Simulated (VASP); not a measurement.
# MgO (P1) in VASP: single point with PBE

Aim: the single point of MgO with PBE.

All numbers are computed with VASP 6.6.1; they aren't measurements. Logs are shortened: lines on timing, memory, paths and dates and some standing lists are left out, and cuts for length are marked.

### Step 1. The cell of the first run

The typed cell holds 2 atoms: a = 2.924 Å, b = 2.917 Å, c = 2.688 Å, α = 90.59°, β = 90.60°, γ = 118.93°.

### Step 2. Single point, PBE (atoms moved at random and the cell strained at random)

INCAR reads:

```
SYSTEM = MgO
PREC = Accurate
ENCUT = 520
EDIFF = 1E-6
ISMEAR = 0
SIGMA = 0.02
LREAL = .False.
LASPH = .True.
NELM = 60
ALGO = Normal
ISIF = 2
LWAVE = .False.
LCHARG = .False.
GGA = PE
NBANDS = 11
```

KPOINTS reads:

```
Automatic mesh
0
Gamma
  12 12 10
  0 0 0
```

POSCAR reads:

```
MgO
1.0
    2.9240946843      0.0293802090     -0.0151308077
   -1.4366033348      2.5388195893     -0.0150543187
   -0.0138003520     -0.0238223552      2.6876654464
Mg O
1 1
Direct
    0.0201593811      0.0016192418     -0.0517785706
    0.3131739489      0.6650474282      0.5517785706
```

Potentials or basis: VASP PAW PBE potentials, release 64 (Mg, O).

Command:

```bash
cat potpaw_PBE.64/Mg/POTCAR potpaw_PBE.64/O/POTCAR > POTCAR
mpirun -np 1 vasp_std > vasp.out
```

OUTCAR:

```text
SYSTEM = MgO
   PREC = Accurate
   ENCUT = 520
   EDIFF = 1E-6
   ISMEAR = 0
   LREAL = .False.
   LASPH = .True.
   NELM = 60
   ISIF = 2
   GGA = PE

 ion  position               nearest neighbor table
   1  0.020  0.002  0.948-   2 1.91   2 2.02   2 2.08   2 2.27   2 2.33   2 2.45
   2  0.313  0.665  0.552-   1 1.91   1 2.02   1 2.08   1 2.27   1 2.33   1 2.45

  LATTYP: Found a triclinic cell.
 ALAT       =     2.9680282783
 B/A-ratio  =     0.9828519126
 C/A-ratio  =     0.9055865365
 COS(alpha) =     0.0103455224
 COS(beta)  =     0.0204119446
 COS(gamma) =     0.5063119633

  Lattice vectors:

 A1 = (  -1.4874913495,  -2.5681997983,   0.0301851264)
 A2 = (   1.4366033348,  -2.5388195893,   0.0150543187)
 A3 = (  -0.0138003520,  -0.0238223552,   2.6876654464)

Analysis of symmetry for initial positions (statically):
=====================================================================
 Subroutine PRICEL returns:
 Original cell was already a primitive cell.

 Routine SETGRP: Setting up the symmetry group for a
 triclinic supercell.

 Subroutine GETGRP returns: Found  1 space group operations
 (whereof  1 operations were pure point group operations)
 out of a pool of  2 trial point group operations.

The static configuration has the point symmetry C_1 .

Analysis of symmetry for dynamics (positions and initial velocities):
=====================================================================
 Subroutine PRICEL returns:
 Original cell was already a primitive cell.

 Routine SETGRP: Setting up the symmetry group for a
 triclinic supercell.

 Subroutine GETGRP returns: Found  1 space group operations
 (whereof  1 operations were pure point group operations)
 out of a pool of  2 trial point group operations.

The dynamic configuration has the point symmetry C_1 .

 Subroutine INISYM returns: Found  1 space group operations
 (whereof  1 operations are pure point group operations),
 and found     1 'primitive' translations

----------------------------------------------------------------------------------------

                                     Primitive cell

  volume of cell :      20.0639

  direct lattice vectors                    reciprocal lattice vectors
     2.924094684  0.029380209 -0.015130808     0.340070377  0.192450935  0.003451964
    -1.436603335  2.538819589 -0.015054319    -0.003917669  0.391687472  0.003451640
    -0.013800352 -0.023822355  2.687665446     0.001892558  0.003277389  0.372108885

  length of vectors
     2.924281426  2.917132270  2.687806449     0.390764814  0.391722271  0.372128131

  position of ions in fractional coordinates (direct lattice)
     0.020159381  0.001619242  0.948221429
     0.313173949  0.665047428  0.551778571

  ion indices of the primitive-cell ions
   primitive index   ion index
                 1           1
                 2           2

----------------------------------------------------------------------------------------

 KPOINTS: Automatic mesh

Automatic generation of k-mesh.
 Grid dimensions read from file:
 generate k-points for:   12   12   10

 Generating k-lattice:

  Cartesian coordinates                     Fractional coordinates (reciprocal lattice)
     0.028339198  0.016037578  0.000287664     0.083333333 -0.000000000  0.000000000
    -0.000326472  0.032640623  0.000287637     0.000000000  0.083333333 -0.000000000
     0.000189256  0.000327739  0.037210889     0.000000000  0.000000000  0.100000000

  Length of vectors
     0.032563735  0.032643523  0.037212813

  Shift w.r.t. Gamma in fractional coordinates (k-lattice)
     0.000000000  0.000000000  0.000000000

 Subroutine IBZKPT returns following result:
 ===========================================

 Found    724 irreducible k-points:

 Following reciprocal coordinates:
            Coordinates               Weight
  0.000000  0.000000  0.000000      1.000000
  0.083333 -0.000000  0.000000      2.000000
  0.166667 -0.000000  0.000000      2.000000
  0.250000  0.000000  0.000000      2.000000
  0.333333  0.000000  0.000000      2.000000
  0.416667  0.000000  0.000000      2.000000
[... 16 lines left out ...]
  0.250000  0.166667  0.000000      2.000000
  0.333333  0.166667  0.000000      2.000000
 [... further k-points ...]
   k-points           NKPTS =    724   k-points in BZ     NKDIM =    724   number of bands    NBANDS=     11
   number of dos      NEDOS =    301   number of ions     NIONS =      2
   total plane-waves  NPLWV =  11520
   dimension x,y,z NGX =    24 NGY =   24 NGZ =   20
   dimension x,y,z NGXF=    48 NGYF=   48 NGZF=   40
   ions per type =               1   1
   NGX,Y,Z   is equivalent  to a cutoff of  13.64, 13.68, 12.37 a.u.
   NGXF,Y,Z  is equivalent  to a cutoff of  27.29, 27.35, 24.74 a.u.
 SYSTEM =  MgO
   PREC   = accura    normal or accurate (medium, high low for compatibility)
   ISTART =      0    job   : 0-new  1-cont  2-samecut
   ICHARG =      2    charge: 1-file 2-atom 10-const
   ISPIN  =      1    spin polarized calculation?
   LNONCOLLINEAR =      F non collinear calculations
   LSORBIT =      F    spin-orbit coupling
   LASPH  =      T    aspherical Exc in radial PAW
   ENCUT  =  520.0 eV  38.22 Ry    6.18 a.u.   5.44  5.42  5.00*2*pi/ulx,y,z
   NELM   =     60;   NELMIN=  2; NELMDL= -5     # of ELM steps
   EDIFF  = 0.1E-05   stopping-criterion for ELM
   LREAL  =      F    real-space projection
   EDIFFG = 0.1E-04   stopping-criterion for IOM
   NSW    =      0    number of steps for IOM
   IBRION =     -1    ionic relax: 0-MD 1-quasi-New 2-CG
   NFREE  =      0    steps in history (QN), initial steepest desc. (CG)
   ISIF   =      2    stress and relaxation
   ISYM   =      2    0-nonsym 1-usesym 2-fastsym
   POTIM  = 0.5000    time-step for ionic-motion
   TEBEG  =    0.0;   TEEND  =   0.0 temperature during run
   PSTRESS=    0.0 pullay stress
   NELECT =       8.0000    total number of electrons
   NUPDOWN=      -1.0000    fix difference up-down
   EMIN   =  10.00;   EMAX   =-10.00  energy-range for DOS
   EFERMI =   0.00;   METHOD = LEGACY
   ISMEAR =     0;   SIGMA  =   0.02  broadening in eV -4-tet -1-fermi 0-gaus
   EFERMI_NEDOS =   21; number of points for ismear=-14 and -15
   IALGO  =     38    algorithm
   IMIX   =      4    mixing-type and parameters
     AMIX     =   0.40;   BMIX     =  1.00
     AMIX_MAG =   1.60;   BMIX_MAG =  1.00
  volume/ion in A,a.u.               =      10.03        67.70
  Fermi-wavevector in a.u.,A,eV,Ry     =   1.204943  2.277011 19.754117  1.451887
  Thomas-Fermi vector in A             =   2.340653
   LORBIT       =      0    0 simple, 1 ext, 2 COOP (PROOUT), +10 PAW based schemes
   GGA     = PE    functional components
   LHFCALC =     F    Hartree Fock is set to
   AEXX    =    0.0000 exact exchange contribution
   IVDW    =     0    specifies the selected vdW correction
   LEPSILON=     F    determine dielectric tensor
   LRPA    =     F    only Hartree local field effects (RPA)
 non-spin polarized calculation
 Gauss-broadening in eV      SIGMA  =   0.02
  energy-cutoff  :      520.00
  volume of cell :       20.06
 maximum number of plane-waves:       558
 NGX is ok and might be reduce to    24
   NGX = 11   NGY = 11   NGZ =  9

 number of electron       7.9999996 magnetization

 Free energy of the ion-electron system (eV)
  ---------------------------------------------------
  ext. energy  EPLUGINS =         0.00000000
  ---------------------------------------------------
  free energy    TOTEN  =       -11.05126120 eV

  energy without entropy =      -11.05126120  energy(sigma->0) =      -11.05126120

 E-fermi :   3.3749     XC(G=0): -10.6859

 val. band max:        3.2860140517   @ k =   0.3333   0.3333   0.0000
 cond. band min:       6.2137104935   @ k =   0.0000   0.0000   0.0000
 fundamental gap:      2.9276964418
 Fermi energy:         3.3749326450

 k-point     1 :       0.0000    0.0000    0.0000
  band No.  band energies     occupation
      1     -14.2035      2.00000
      2       2.5167      2.00000
      3       2.5806      2.00000
      4       2.7941      2.00000
      5       6.2137      0.00000
      6      15.6606      0.00000
      7      18.8017      0.00000
      8      19.0615      0.00000
      9      21.3006      0.00000
     10      25.3653      0.00000
     11      26.1604      0.00000

 k-point     2 :       0.0833   -0.0000    0.0000
  band No.  band energies     occupation
      1     -14.1452      2.00000
      2       2.0876      2.00000
      3       2.4772      2.00000
      4       2.8362      2.00000
      5       6.6756      0.00000
      6      15.6276      0.00000
      7      18.0613      0.00000
      8      19.1064      0.00000
      9      22.1850      0.00000
     10      25.0908      0.00000
     11      26.4846      0.00000

 k-point     3 :       0.1667   -0.0000    0.0000
  band No.  band energies     occupation
      1     -13.9815      2.00000
      2       1.1064      2.00000
      3       2.3500      2.00000
      4       2.9139      2.00000
      5       7.6381      0.00000
      6      15.1753      0.00000
      7      17.3127      0.00000
      8      19.5682      0.00000
      9      22.8598      0.00000
     10      24.5961      0.00000
     11      26.8956      0.00000

 k-point     4 :       0.2500    0.0000    0.0000
  band No.  band energies     occupation
      1     -13.7459      2.00000
      2       0.0739      2.00000
      3       2.1842      2.00000
      4       3.0179      2.00000
      5       8.6617      0.00000
      6      14.2670      0.00000
      7      17.2003      0.00000
      8      20.1654      0.00000
      9      22.7880      0.00000
     10      24.2636      0.00000
     11      27.4168      0.00000

 k-point     5 :       0.3333    0.0000    0.0000
  band No.  band energies     occupation
      1     -13.4941      2.00000
      2      -0.8017      2.00000
      3       2.0261      2.00000
      4       3.1238      2.00000
      5       9.5277      0.00000
      6      13.5654      0.00000
      7      16.9378      0.00000
      8      20.6877      0.00000
      9      22.7371      0.00000
     10      24.2460      0.00000
     11      28.3470      0.00000
[... 211 lines left out ...]
 k-point    21 :       0.0833    0.1667   -0.0000
  band No.  band energies     occupation
      1     -13.8339      2.00000
      2       0.4851      2.00000
      3       2.1581      2.00000
      4       2.9770      2.00000
      5       8.3171      0.00000
      6      14.6769      0.00000
      7      17.1949      0.00000
      8      19.7041      0.00000
      9      23.1626      0.00000
     10      24.8823      0.00000
     11      26.4533      0.00000

 k-point    22 :       0.1667    0.1667    0.0000
  band No.  band energies     occupation
      1     -13.6254      2.00000
      2      -0.1561      2.00000
      3       1.7494      2.00000
      4       3.0683      2.00000
      5       9.2556      0.00000
      6      14.0902      0.00000
      7      17.1597      0.00000
      8      19.7921      0.00000
      9      23.0124      0.00000
     10      25.6271      0.00000
     11      26.1809      0.00000

 k-point    23 :       0.2500    0.1667    0.0000
  band No.  band energies     occupation
      1     -13.4019      2.00000
      2      -0.7217      2.00000
      3       1.3370      2.00000
      4       3.1619      2.00000
      5      10.1768      0.00000
      6      13.6537      0.00000
      7      16.6908      0.00000
      8      20.3796      0.00000
      9      22.7993      0.00000
     10      25.4206      0.00000
     11      27.1282      0.00000

 k-point    24 :       0.3333    0.1667    0.0000
  band No.  band energies     occupation
      1     -13.2260      2.00000
      2      -1.1197      2.00000
      3       1.0516      2.00000
      4       3.2327      2.00000
      5      10.8377      0.00000
      6      13.5245      0.00000
      7      16.0018      0.00000
      8      21.1219      0.00000
      9      22.8424      0.00000
     10      25.0581      0.00000
     11      26.7430      0.00000

 [... further k-points ...]

------------------------ aborting loop because EDIFF is reached ----------------------------------------

  FORCE on cell =-STRESS in cart. coord.  units (eV):
  Direction    XX          YY          ZZ          XY          YZ          ZX
  --------------------------------------------------------------------------------------
  -------------------------------------------------------------------------------------
  Total        1.1966450      0.6338313      0.8491897     -0.5864611      0.1301780     -0.8838689
  in kB       95.5565582     50.6137908     67.8109562    -46.8311040     10.3951945    -70.5802225
  external PRESSURE =      71.3271017 kB  Pullay stress =       0.0000000 kB

 VOLUME and BASIS-vectors are now :
 -----------------------------------------------------------------------------
  energy-cutoff  :      520.00
  volume of cell :       20.06
      direct lattice vectors                 reciprocal lattice vectors
     2.924094684  0.029380209 -0.015130808     0.340070377  0.192450935  0.003451964
    -1.436603335  2.538819589 -0.015054319    -0.003917669  0.391687472  0.003451640
    -0.013800352 -0.023822355  2.687665446     0.001892558  0.003277389  0.372108885

 POSITION                                       TOTAL-FORCE (eV/Angst)
 -----------------------------------------------------------------------------------
      0.04354     -0.01789      2.54817        -0.707997      0.236609      1.151639
     -0.04727      1.68449      1.46825         0.707997     -0.236609     -1.151639
 -----------------------------------------------------------------------------------
    total drift:                                0.000869      0.000438     -0.000359

  FREE ENERGIE OF THE ION-ELECTRON SYSTEM (eV)
  ---------------------------------------------------
  free  energy   TOTEN  =       -11.0512611952 eV

  energy  without entropy=      -11.0512611952  energy(sigma->0) =      -11.05126120
```

Run time: 3.4 min. Hardware: 1 thread of AMD EPYC 7R43 (Zen 3), shared host; peak memory 0.24 GiB.

Results:

* Free energy: -11.0513 eV
* Pressure: 7.1 GPa
* Largest force: 1.372 eV/Å
* Band gap on the k mesh: 2.93 eV, indirect (least direct gap 3.42 eV)

Forces on the atoms (eV/Å):
```
Mg  -0.708  0.237  1.152
O    0.708 -0.237 -1.152
```

Caveat: the cell differs from its parent crystal (atoms moved at random and the cell strained at random); forces of over 1 eV/Å act on the atoms, so gaps and moduli don't describe the material at rest.
